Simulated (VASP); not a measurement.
Zr: single point with PBEsol

The system is Zr.

```
Zr
1.0
     3.27628    0.00000    0.00000
    -1.63814    2.83734    0.00000
     0.00000    0.00000    5.00881
Zr
2
Direct
  0.33333 0.66667 0.25000
  0.66667 0.33333 0.75000
```

This cell differs from its parent crystal: ratio of the length along z to the lengths across it x 0.96, volume and fractional coordinates fixed.

- Program: VASP 6.6.1
- Task: single point
- Functional: PBEsol
- Potentials or basis: VASP PAW PBE potentials, release 64 (Zr_sv)
- Cutoff: 520 eV
- k mesh: 18 × 18 × 10
- Occupations: gaussian, width 0.15 eV
- Spin: no spin polarisation
- Dipole correction: no
- Further INCAR settings: ALGO = Fast; EDIFF = 1e-07; NBANDS = 19

| Item | Value |
| --- | --- |
| Pressure | -3.0 GPa |
| Band gap on the k mesh | zero (band 12 reaches 9.78 eV, above the bottom of band 13 at 8.61 eV) |

Stress tensor (GPa, compression positive):
```
-4.40  0.00  0.00
 0.00 -4.40  0.00
 0.00  0.00 -0.23
```

Levels at points of the mesh, in eV from the Fermi level:
| k point | band 10 | band 11 | band 12 | band 13 | band 14 | band 15 |
| --- | --- | --- | --- | --- | --- | --- |
| (0.00, 0.00, 0.00) | -3.05 | 0.77 | 0.77 | 1.34 | 1.51 | 1.56 |
| (0.50, 0.00, 0.00) | -2.55 | -2.09 | -0.35 | 0.26 | 0.98 | 1.66 |
| (0.00, 0.00, 0.50) | -3.88 | 0.22 | 0.22 | 0.59 | 0.59 | 0.59 |
| (0.50, 0.00, 0.50) | -2.87 | -0.96 | -0.96 | 1.59 | 1.59 | 2.03 |

Run time: 2.2 min on 1 thread of Intel(R) Xeon(R) 6975P-C (Granite Rapids), with other jobs on the host, peak memory 0.27 GiB.

Caveat: the PAW data sets were made with another functional, which shifts forces and pressure a little.
